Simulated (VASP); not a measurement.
Set up this calculation in VASP 6.6.1, as the native input.

- Task: single point
- Functional: PBEsol
- Potentials or basis: VASP PAW PBE potentials, release 64 (Au)
- Cutoff: 520 eV
- k mesh: 20 × 20 × 20
- Occupations: gaussian, width 0.15 eV
- Spin: no spin polarisation
- Dipole correction: no
- Further INCAR settings: ALGO = Normal; EDIFF = 1e-06; NBANDS = 12

The structure of Au lies in POSCAR:

```
Au
1.0
    0.0000000000      1.9841350000      1.9841350000
    1.9841350000      0.0000000000      1.9841350000
    1.9841350000      1.9841350000      0.0000000000
Au
1
Direct
    0.0000000000      0.0000000000      0.0000000000
```

This cell differs from its parent crystal: strain -0.030 along x and y, -0.030 along z.

These files were run (other wordings do the same):

INCAR

```
  PREC = Accurate
  ENCUT = 520
  EDIFF = 1E-6
  ISMEAR = 0
  SIGMA = 0.15
  LREAL = False
  LASPH = True
  NELM = 60
  ALGO = Normal
  ISIF = 2
  LWAVE = False
  LCHARG = False
  GGA = PS
  NBANDS = 12
```

KPOINTS

```
regular mesh
0
Gamma
  20 20 20
```

Potentials or basis: VASP PAW PBE potentials, release 64 (Au).

The run is started by

```bash
$ cat potpaw_PBE.64/Au/POTCAR > POTCAR
$ mpirun -np 1 vasp_std > vasp.out
```

It gave:

| Item | Value |
| --- | --- |
| Pressure | 18.7 GPa |

Caveat: the cell differs from its parent crystal (strain -0.030 along x and y, -0.030 along z); the PAW data sets were made with another functional, which shifts forces and pressure a little.

Wall time 23 s on 1 thread of Intel(R) Xeon(R) Platinum 8488C (Sapphire Rapids), with other jobs on the host, peak memory 0.18 GiB.
